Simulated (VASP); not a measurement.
Write the native input for VASP 6.6.1 that does the following.

- Task: single point
- Functional: PBE
- Potentials or basis: VASP PAW PBE potentials, release 64 (Zr_sv)
- Cutoff: 520 eV
- k mesh: 6 × 6 × 6
- Occupations: fermi-dirac, width 0.1 eV
- Spin: no spin polarisation
- Dipole correction: no
- Further INCAR settings: ALGO = Normal; EDIFF = 1e-07; NBANDS = 12

The structure of Zr lies in POSCAR:

```
Zr
1.0
    0.0000000000      2.2639383882      2.2639383882
    2.2639383882      0.0000000000      2.2639383882
    2.2639383882      2.2639383882      0.0000000000
Zr
1
Direct
    0.0000000000      0.0000000000      0.0000000000
```

These files were run (other wordings do the same):

INCAR

```
  ALGO = Normal
  EDIFF = 1E-7
  ENCUT = 520
  GGA = PE
  ISIF = 2
  ISMEAR = -1
  LASPH = T
  LCHARG = F
  LREAL = F
  LWAVE = F
  NBANDS = 12
  NELM = 60
  PREC = Accurate
  SIGMA = 0.1
```

KPOINTS

```
k-points
0
Gamma
  6 6 6
```

Potentials or basis: VASP PAW PBE potentials, release 64 (Zr_sv).

Command:

```sh
$ cat potpaw_PBE.64/Zr_sv/POTCAR > POTCAR
$ mpirun -np 1 vasp_std > vasp.out
```

It gave:

```json
{"Pressure": "0.3 GPa", "Band gap on the k mesh": "zero (band 6 reaches 9.89 eV, above the bottom of band 7 at 8.80 eV)"}
```

Caveat: the k points lie up to 0.40 Å⁻¹ apart.

It took 3.5 s on 1 thread of Intel(R) Xeon(R) Platinum 8559C (Emerald Rapids), on a shared host, peak memory 0.13 GiB.
